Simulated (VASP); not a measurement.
# Sb3Au (Im-3m) in VASP: notebook

Runs on Sb3Au. Level: LDA. Tasks: single point.

All numbers are computed with VASP 6.6.1; they aren't measurements. Logs are shortened: lines on timing, memory, paths and dates and some standing lists are left out, and cuts for length are marked.

## Step 1: The cell of the first run

The structure is cubic, space group Im-3m (No. 229). The conventional cell has a = 5.956 Å, b = 5.956 Å, c = 5.956 Å, α = 90.00°, β = 90.00°, γ = 90.00°. Within 3.9 Å of Sb (site symmetry 4/mmm) lie 4 Sb at 2.98 Å and 2 Au at 2.98 Å. Au (site symmetry m-3m) has 6 Sb at 2.98 Å within 3.9 Å.

## Step 2: Single point, LDA (26.41 Å³/atom)

The input, INCAR:

```
ALGO = Normal ; EDIFF = 1E-7
ENCUT = 520 ; GGA = CA
ISIF = 2 ; ISMEAR = -1
LASPH = True ; LCHARG = True
LELF = True ; LREAL = False
LVHAR = True ; LWAVE = False
NBANDS = 21 ; NELM = 60
PREC = Accurate ; SIGMA = 0.05
```

The input, KPOINTS:

```
k-points
0
Gamma
  10 10 10
```

The input, POSCAR:

```
Sb3Au
1.0
   -2.9779417705      2.9779417705      2.9779417705
    2.9779417705     -2.9779417705      2.9779417705
    2.9779417705      2.9779417705     -2.9779417705
Sb Au
3 1
Direct
    0.0000000000      0.5000000000      0.5000000000
    0.5000000000      0.0000000000      0.5000000000
    0.5000000000      0.5000000000      0.0000000000
    0.0000000000      0.0000000000      0.0000000000
```

Potentials or basis: VASP PAW LDA potentials, release 64 (Sb, Au).

Command:

```
$ cat potpaw_LDA.64/Sb/POTCAR potpaw_LDA.64/Au/POTCAR > POTCAR
$ mpirun -np 1 vasp_std > vasp.out
```

OUTCAR:

```text
EDIFF = 1E-7
   ENCUT = 520
   GGA = CA
   ISIF = 2
   ISMEAR = -1
   LASPH = True
   LREAL = False
   NELM = 60
   PREC = Accurate

 ion  position               nearest neighbor table
   1  0.000  0.500  0.500-   2 2.98   3 2.98   4 2.98   4 2.98   3 2.98   2 2.98
   2  0.500  0.000  0.500-   1 2.98   3 2.98   4 2.98   3 2.98   4 2.98   1 2.98
   3  0.500  0.500  0.000-   1 2.98   2 2.98   4 2.98   2 2.98   1 2.98   4 2.98
   4  0.000  0.000  0.000-   1 2.98   2 2.98   3 2.98   1 2.98   2 2.98   3 2.98

  LATTYP: Found a body centered cubic cell.
 ALAT       =     5.9558835410

  Lattice vectors:

 A1 = (  -2.9779417705,   2.9779417705,   2.9779417705)
 A2 = (   2.9779417705,  -2.9779417705,   2.9779417705)
 A3 = (   2.9779417705,   2.9779417705,  -2.9779417705)

Analysis of symmetry for initial positions (statically):
=====================================================================
 Subroutine PRICEL returns:
 Original cell was already a primitive cell.

 Routine SETGRP: Setting up the symmetry group for a
 body centered cubic supercell.

 Subroutine GETGRP returns: Found 48 space group operations
 (whereof 48 operations were pure point group operations)
 out of a pool of 48 trial point group operations.

The static configuration has the point symmetry O_h .

Analysis of symmetry for dynamics (positions and initial velocities):
=====================================================================
 Subroutine PRICEL returns:
 Original cell was already a primitive cell.

 Routine SETGRP: Setting up the symmetry group for a
 body centered cubic supercell.

 Subroutine GETGRP returns: Found 48 space group operations
 (whereof 48 operations were pure point group operations)
 out of a pool of 48 trial point group operations.

The dynamic configuration has the point symmetry O_h .

 Subroutine INISYM returns: Found 48 space group operations
 (whereof 48 operations are pure point group operations),
 and found     1 'primitive' translations

----------------------------------------------------------------------------------------

                                     Primitive cell

  volume of cell :     105.6352

  direct lattice vectors                    reciprocal lattice vectors
    -2.977941771  2.977941771  2.977941771     0.000000000  0.167901201  0.167901201
     2.977941771 -2.977941771  2.977941771     0.167901201  0.000000000  0.167901201
     2.977941771  2.977941771 -2.977941771     0.167901201  0.167901201  0.000000000

  length of vectors
     5.157946448  5.157946448  5.157946448     0.237448156  0.237448156  0.237448156

  position of ions in fractional coordinates (direct lattice)
     0.000000000  0.500000000  0.500000000
     0.500000000  0.000000000  0.500000000
     0.500000000  0.500000000  0.000000000
     0.000000000  0.000000000  0.000000000

  ion indices of the primitive-cell ions
   primitive index   ion index
                 1           1
                 2           2
                 3           3
                 4           4

----------------------------------------------------------------------------------------

 KPOINTS: k-points

Automatic generation of k-mesh.
 Grid dimensions read from file:
 generate k-points for:   10   10   10

 Generating k-lattice:

  Cartesian coordinates                     Fractional coordinates (reciprocal lattice)
     0.000000000  0.016790120  0.016790120     0.100000000  0.000000000  0.000000000
     0.016790120  0.000000000  0.016790120     0.000000000  0.100000000  0.000000000
     0.016790120  0.016790120  0.000000000     0.000000000  0.000000000  0.100000000

  Length of vectors
     0.023744816  0.023744816  0.023744816

  Shift w.r.t. Gamma in fractional coordinates (k-lattice)
     0.000000000  0.000000000  0.000000000

 Subroutine IBZKPT returns following result:
 ===========================================

 Found     47 irreducible k-points:

 Following reciprocal coordinates:
            Coordinates               Weight
  0.000000  0.000000  0.000000      1.000000
  0.100000  0.000000  0.000000     12.000000
  0.200000  0.000000  0.000000     12.000000
  0.300000  0.000000  0.000000     12.000000
  0.400000  0.000000  0.000000     12.000000
  0.500000  0.000000  0.000000      6.000000
[... 16 lines left out ...]
  0.300000  0.300000  0.100000      8.000000
 -0.300000  0.300000  0.100000     24.000000
 [... further k-points ...]
   k-points           NKPTS =     47   k-points in BZ     NKDIM =     47   number of bands    NBANDS=     21
   number of dos      NEDOS =    301   number of ions     NIONS =      4
   total plane-waves  NPLWV =  64000
   dimension x,y,z NGX =    40 NGY =   40 NGZ =   40
   dimension x,y,z NGXF=    80 NGYF=   80 NGZF=   80
   ions per type =               3   1
   NGX,Y,Z   is equivalent  to a cutoff of  12.89, 12.89, 12.89 a.u.
   NGXF,Y,Z  is equivalent  to a cutoff of  25.78, 25.78, 25.78 a.u.
 SYSTEM =  unknown system
   PREC   = accura    normal or accurate (medium, high low for compatibility)
   ISTART =      0    job   : 0-new  1-cont  2-samecut
   ICHARG =      2    charge: 1-file 2-atom 10-const
   ISPIN  =      1    spin polarized calculation?
   LNONCOLLINEAR =      F non collinear calculations
   LSORBIT =      F    spin-orbit coupling
   LASPH  =      T    aspherical Exc in radial PAW
   ENCUT  =  520.0 eV  38.22 Ry    6.18 a.u.   9.59  9.59  9.59*2*pi/ulx,y,z
   NELM   =     60;   NELMIN=  2; NELMDL= -5     # of ELM steps
   EDIFF  = 0.1E-06   stopping-criterion for ELM
   LREAL  =      F    real-space projection
   EDIFFG = 0.1E-05   stopping-criterion for IOM
   NSW    =      0    number of steps for IOM
   IBRION =     -1    ionic relax: 0-MD 1-quasi-New 2-CG
   NFREE  =      0    steps in history (QN), initial steepest desc. (CG)
   ISIF   =      2    stress and relaxation
   ISYM   =      2    0-nonsym 1-usesym 2-fastsym
   POTIM  = 0.5000    time-step for ionic-motion
   TEBEG  =    0.0;   TEEND  =   0.0 temperature during run
   PSTRESS=    0.0 pullay stress
   NELECT =      26.0000    total number of electrons
   NUPDOWN=      -1.0000    fix difference up-down
   EMIN   =  10.00;   EMAX   =-10.00  energy-range for DOS
   EFERMI =   0.00;   METHOD = LEGACY
   ISMEAR =    -1;   SIGMA  =   0.05  broadening in eV -4-tet -1-fermi 0-gaus
   EFERMI_NEDOS =   21; number of points for ismear=-14 and -15
   IALGO  =     38    algorithm
   IMIX   =      4    mixing-type and parameters
     AMIX     =   0.40;   BMIX     =  1.00
     AMIX_MAG =   1.60;   BMIX_MAG =  1.00
  volume/ion in A,a.u.               =      26.41       178.22
  Fermi-wavevector in a.u.,A,eV,Ry     =   1.025958  1.938780 14.321365  1.052591
  Thomas-Fermi vector in A             =   2.159826
   LORBIT       =      0    0 simple, 1 ext, 2 COOP (PROOUT), +10 PAW based schemes
   GGA     = CA    functional components
   LHFCALC =     F    Hartree Fock is set to
   AEXX    =    0.0000 exact exchange contribution
   IVDW    =     0    specifies the selected vdW correction
   LEPSILON=     F    determine dielectric tensor
   LRPA    =     F    only Hartree local field effects (RPA)
 non-spin polarized calculation
  energy-cutoff  :      520.00
  volume of cell :      105.64
 maximum number of plane-waves:      2899
 NGX is ok and might be reduce to    40
   NGX = 19   NGY = 19   NGZ = 19

 number of electron      25.9999997 magnetization

 Free energy of the ion-electron system (eV)
  ---------------------------------------------------
  ext. energy  EPLUGINS =         0.00000000
  ---------------------------------------------------
  free energy    TOTEN  =       -18.67585555 eV

  energy without entropy =      -18.65864266  energy(sigma->0) =      -18.66724910

 E-fermi :   7.3324     XC(G=0): -10.3751

 val. band max:        7.3270623124   @ k =   0.2000   0.1000  -0.0000
 cond. band min:       7.3343226095   @ k =   0.4000   0.1000   0.0000
 fundamental gap:      0.0072602971
 Fermi energy:         7.3324309325

 k-point     1 :       0.0000    0.0000    0.0000
  band No.  band energies     occupation
      1      -4.9793      2.00000
      2      -0.1390      2.00000
      3      -0.1390      2.00000
      4       3.2422      2.00000
      5       3.2422      2.00000
      6       3.2422      2.00000
[... 13 lines left out ...]
     20      12.5613      0.00000
     21      12.5613      0.00000

 k-point     2 :       0.1000    0.0000    0.0000
  band No.  band energies     occupation
      1      -4.9031      2.00000
      2      -0.3637      2.00000
      3      -0.1851      2.00000
      4       3.0469      2.00000
      5       3.0919      2.00000
      6       3.2548      2.00000
[... 13 lines left out ...]
     20      12.1853      0.00000
     21      12.6878      0.00000

 k-point     3 :       0.2000    0.0000    0.0000
  band No.  band energies     occupation
      1      -4.6773      2.00000
      2      -0.9189      2.00000
      3      -0.2939      2.00000
      4       2.7679      2.00000
      5       2.9146      2.00000
      6       3.1864      2.00000
[... 13 lines left out ...]
     20      12.4298      0.00000
     21      13.0353      0.00000
[... 457 lines left out ...]
 k-point    23 :       0.3000    0.3000    0.1000
  band No.  band energies     occupation
      1      -2.8098      2.00000
      2      -2.8098      2.00000
      3      -1.7744      2.00000
      4       1.8376      2.00000
      5       2.5422      2.00000
      6       2.5422      2.00000
[... 13 lines left out ...]
     20      12.0250      0.00000
     21      13.0019      0.00000

 k-point    24 :      -0.3000    0.3000    0.1000
  band No.  band energies     occupation
      1      -4.2487      2.00000
      2      -1.7491      2.00000
      3      -0.3067      2.00000
      4       2.4091      2.00000
      5       2.5030      2.00000
      6       2.8829      2.00000
[... 13 lines left out ...]
     20      13.6341      0.00000
     21      13.8181      0.00000

 [... further k-points ...]

------------------------ aborting loop because EDIFF is reached ----------------------------------------

  FORCE on cell =-STRESS in cart. coord.  units (eV):
  Direction    XX          YY          ZZ          XY          YZ          ZX
  --------------------------------------------------------------------------------------
  -------------------------------------------------------------------------------------
  Total       -3.0496372     -3.0496372     -3.0496372     -0.0000000      0.0000000     -0.0000000
  in kB      -46.2540922    -46.2540922    -46.2540922     -0.0000000      0.0000000     -0.0000000
  external PRESSURE =     -46.2540922 kB  Pullay stress =       0.0000000 kB

 VOLUME and BASIS-vectors are now :
 -----------------------------------------------------------------------------
  energy-cutoff  :      520.00
  volume of cell :      105.64
      direct lattice vectors                 reciprocal lattice vectors
    -2.977941771  2.977941771  2.977941771     0.000000000  0.167901201  0.167901201
     2.977941771 -2.977941771  2.977941771     0.167901201  0.000000000  0.167901201
     2.977941771  2.977941771 -2.977941771     0.167901201  0.167901201  0.000000000

 POSITION                                       TOTAL-FORCE (eV/Angst)
 -----------------------------------------------------------------------------------
      2.97794      0.00000      0.00000         0.000000      0.000000     -0.000000
      0.00000      2.97794      0.00000        -0.000000     -0.000000      0.000000
      0.00000      0.00000      2.97794         0.000000     -0.000000      0.000000
      0.00000      0.00000      0.00000        -0.000000      0.000000     -0.000000
 -----------------------------------------------------------------------------------
    total drift:                               -0.000000      0.000000      0.000000

  FREE ENERGIE OF THE ION-ELECTRON SYSTEM (eV)
  ---------------------------------------------------
  free  energy   TOTEN  =       -18.6758555464 eV

  energy  without entropy=      -18.6586426560  energy(sigma->0) =      -18.66724910
```

It took 49 s on 1 thread of Intel Xeon 6975P-C (Granite Rapids), shared host; peak memory 0.26 GiB.

Results:

| Item | Value |
| --- | --- |
| Free energy | -18.6759 eV |
| Pressure | -4.6 GPa |
| Band gap on the k mesh | zero (bands 13 and 14 overlap by 3.01 eV) |

Caveat: the cell stands under tension; spin-orbit coupling is left out, which moves the levels of the heavy elements.

## Step 3: Single point, LDA (27.53 Å³/atom)

This run uses another cell than the first one, of 27.53 Å³/atom.

The input, INCAR:

```
SYSTEM = Sb3Au
PREC = Accurate ; ENCUT = 520
EDIFF = 1E-7 ; ISMEAR = -1
SIGMA = 0.05 ; LREAL = .False.
LASPH = .True. ; NELM = 60
ALGO = Normal ; ISIF = 2
LWAVE = .False. ; LCHARG = .False.
NBANDS = 21
```

The input, KPOINTS:

```
regular mesh
0
Gamma
  10 10 10
  0 0 0
```

The input, POSCAR:

```
Sb3Au
1.0
   -3.0195967007      3.0195967007      3.0195967007
    3.0195967007     -3.0195967007      3.0195967007
    3.0195967007      3.0195967007     -3.0195967007
Sb Au
3 1
Direct
    0.0000000000      0.5000000000      0.5000000000
    0.5000000000      0.0000000000      0.5000000000
    0.5000000000      0.5000000000      0.0000000000
    0.0000000000      0.0000000000      0.0000000000
```

Potentials or basis: VASP PAW LDA potentials, release 64 (Sb, Au).

Command:

```
$ cat potpaw_LDA.64/Sb/POTCAR potpaw_LDA.64/Au/POTCAR > POTCAR
$ mpirun -np 1 vasp_std > vasp.out
```

OUTCAR:

```text
SYSTEM = Sb3Au
   PREC = Accurate
   ENCUT = 520
   EDIFF = 1E-7
   ISMEAR = -1
   LREAL = .False.
   LASPH = .True.
   NELM = 60
   ISIF = 2

 ion  position               nearest neighbor table
   1  0.000  0.500  0.500-   2 3.02   3 3.02   4 3.02   4 3.02   3 3.02   2 3.02
   2  0.500  0.000  0.500-   1 3.02   3 3.02   4 3.02   3 3.02   4 3.02   1 3.02
   3  0.500  0.500  0.000-   1 3.02   2 3.02   4 3.02   2 3.02   1 3.02   4 3.02
   4  0.000  0.000  0.000-   1 3.02   2 3.02   3 3.02   1 3.02   2 3.02   3 3.02

  LATTYP: Found a body centered cubic cell.
 ALAT       =     6.0391934014

  Lattice vectors:

 A1 = (  -3.0195967007,   3.0195967007,   3.0195967007)
 A2 = (   3.0195967007,  -3.0195967007,   3.0195967007)
 A3 = (   3.0195967007,   3.0195967007,  -3.0195967007)

Analysis of symmetry for initial positions (statically):
=====================================================================
 Subroutine PRICEL returns:
 Original cell was already a primitive cell.

 Routine SETGRP: Setting up the symmetry group for a
 body centered cubic supercell.

 Subroutine GETGRP returns: Found 48 space group operations
 (whereof 48 operations were pure point group operations)
 out of a pool of 48 trial point group operations.

The static configuration has the point symmetry O_h .

Analysis of symmetry for dynamics (positions and initial velocities):
=====================================================================
 Subroutine PRICEL returns:
 Original cell was already a primitive cell.

 Routine SETGRP: Setting up the symmetry group for a
 body centered cubic supercell.

 Subroutine GETGRP returns: Found 48 space group operations
 (whereof 48 operations were pure point group operations)
 out of a pool of 48 trial point group operations.

The dynamic configuration has the point symmetry O_h .

[... 118 lines left out ...]
   EFERMI_NEDOS =   21; number of points for ismear=-14 and -15
   IALGO  =     38    algorithm
   IMIX   =      4    mixing-type and parameters
     AMIX     =   0.40;   BMIX     =  1.00
     AMIX_MAG =   1.60;   BMIX_MAG =  1.00
  volume/ion in A,a.u.               =      27.53       185.80
  Fermi-wavevector in a.u.,A,eV,Ry     =   1.011805  1.912035 13.928968  1.023750
  Thomas-Fermi vector in A             =   2.144877
   LORBIT       =      0    0 simple, 1 ext, 2 COOP (PROOUT), +10 PAW based schemes
   GGA     = CA    functional components
   LHFCALC =     F    Hartree Fock is set to
   AEXX    =    0.0000 exact exchange contribution
   IVDW    =     0    specifies the selected vdW correction
   LEPSILON=     F    determine dielectric tensor
   LRPA    =     F    only Hartree local field effects (RPA)
 non-spin polarized calculation
  energy-cutoff  :      520.00
  volume of cell :      110.13
 maximum number of plane-waves:      3043
   NGX = 19   NGY = 19   NGZ = 19

 number of electron      25.9999999 magnetization

 Free energy of the ion-electron system (eV)
  ---------------------------------------------------
  ext. energy  EPLUGINS =         0.00000000
  ---------------------------------------------------
  free energy    TOTEN  =       -18.51424434 eV

  energy without entropy =      -18.49678180  energy(sigma->0) =      -18.50551307

 E-fermi :   6.7934     XC(G=0): -10.1892

 val. band max:        6.7925015362   @ k =   0.2000   0.1000   0.0000
 cond. band min:       6.7957404926   @ k =   0.4000   0.1000   0.1000
 fundamental gap:      0.0032389564
 Fermi energy:         6.7934061648

 k-point     1 :       0.0000    0.0000    0.0000
  band No.  band energies     occupation
      1      -5.2125      2.00000
      2      -0.6472      2.00000
      3      -0.6472      2.00000
      4       2.8870      2.00000
      5       2.8870      2.00000
      6       2.8870      2.00000
[... 565 lines left out ...]
     20      12.9396      0.00000
     21      13.2021      0.00000

 [... further k-points ...]

------------------------ aborting loop because EDIFF is reached ----------------------------------------

  FORCE on cell =-STRESS in cart. coord.  units (eV):
  Direction    XX          YY          ZZ          XY          YZ          ZX
  --------------------------------------------------------------------------------------
  -------------------------------------------------------------------------------------
  Total       -4.7032915     -4.7032915     -4.7032915      0.0000000     -0.0000000     -0.0000000
  in kB      -68.4235592    -68.4235592    -68.4235592      0.0000000     -0.0000000     -0.0000000
  external PRESSURE =     -68.4235592 kB  Pullay stress =       0.0000000 kB

 VOLUME and BASIS-vectors are now :
 -----------------------------------------------------------------------------
  energy-cutoff  :      520.00
  volume of cell :      110.13
      direct lattice vectors                 reciprocal lattice vectors
    -3.019596701  3.019596701  3.019596701     0.000000000  0.165585027  0.165585027
     3.019596701 -3.019596701  3.019596701     0.165585027  0.000000000  0.165585027
     3.019596701  3.019596701 -3.019596701     0.165585027  0.165585027  0.000000000

 POSITION                                       TOTAL-FORCE (eV/Angst)
 -----------------------------------------------------------------------------------
      3.01960      0.00000      0.00000         0.000000     -0.000000     -0.000000
      0.00000      3.01960      0.00000        -0.000000      0.000000      0.000000
      0.00000      0.00000      3.01960        -0.000000      0.000000      0.000000
      0.00000      0.00000      0.00000         0.000000      0.000000      0.000000
 -----------------------------------------------------------------------------------
    total drift:                               -0.000000      0.000000      0.000000

  FREE ENERGIE OF THE ION-ELECTRON SYSTEM (eV)
  ---------------------------------------------------
  free  energy   TOTEN  =       -18.5142443427 eV

  energy  without entropy=      -18.4967818034  energy(sigma->0) =      -18.50551307
```

stdout:

```text
POSCAR found type information on POSCAR SbAu
 POSCAR found :  2 types and       4 ions
 scaLAPACK will be used
 LDA part: xc-table for (Slater(with rela. corr.)+CA(PZ))
 , standard interpolation
 POSCAR, INCAR and KPOINTS ok, starting setup
 FFT: planning ... GRIDC
 FFT: planning ... GRID_SOFT
 FFT: planning ... GRID
 WAVECAR not read
 entering main loop
```

Wall time 48 s (1 thread of Intel Xeon 6975P-C (Granite Rapids), shared host); peak memory 0.26 GiB.

Results:

```
Free energy            : -18.5142 eV
Pressure               : -6.8 GPa
Band gap on the k mesh : zero (bands 13 and 14 overlap by 2.81 eV)
```

Levels at points of the mesh, in eV from the Fermi level:
```tsv
k point	band 10	band 11	band 12	band 13	band 14	band 15	band 16	band 17
(0.00, 0.00, 0.00)	-3.30	-3.30	-1.43	-1.43	-1.43	-1.07	3.81	3.81
(0.50, 0.00, 0.00)	-2.80	-2.07	-0.47	-0.09	0.09	1.00	2.54	4.70
(0.50, 0.50, 0.50)	-3.50	-3.50	-0.10	-0.10	-0.10	0.09	6.02	6.02
```

Caveat: the cell stands under tension; spin-orbit coupling is left out, which moves the levels of the heavy elements.

(Part 1 of 2 ends here.)

The gap in the log of VASP goes by the Fermi energy; the results here count the filled bands.